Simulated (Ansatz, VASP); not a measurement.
## Zn in VASP and in Ansatz

```
Zn
1.0
     0.00000    4.44208    1.91190
     1.93172    0.00000    1.91190
     1.93172    4.44208    0.00000
Zn
2
Direct
  0.14063 0.85937 0.14063
  0.85937 0.14063 0.85937
```

Alike in both runs: functional PBE; k mesh 6 × 6 × 6; occupations gaussian, width 0.1 eV; no spin polarisation.

Ansatz relaxed the structure, and its values are those at the end. VASP's run is a single point on that final structure, the one shown.

|  | VASP | Ansatz |
| --- | --- | --- |
| version | VASP 6.6.1 | Ansatz 0.2.0 |
| potentials or method | VASP PAW PBE potentials, release 64 (Zn), cutoff 520 eV | scalar-relativistic, plane waves, PAW |
| valence electrons in the cell | 24 | 24 |

```csv
,VASP,Ansatz,Ansatz less VASP
gap on the k mesh at the Fermi level (eV),none,none,-
pressure (GPa),0.5,0.2,-0.32
rms of the force components (eV/Å),0.017,0.013,-0.0039
```

A gap of «none» marks a metal or a gap that the smearing closes.

The k mesh is coarse, so the values compare programs but aren't converged.
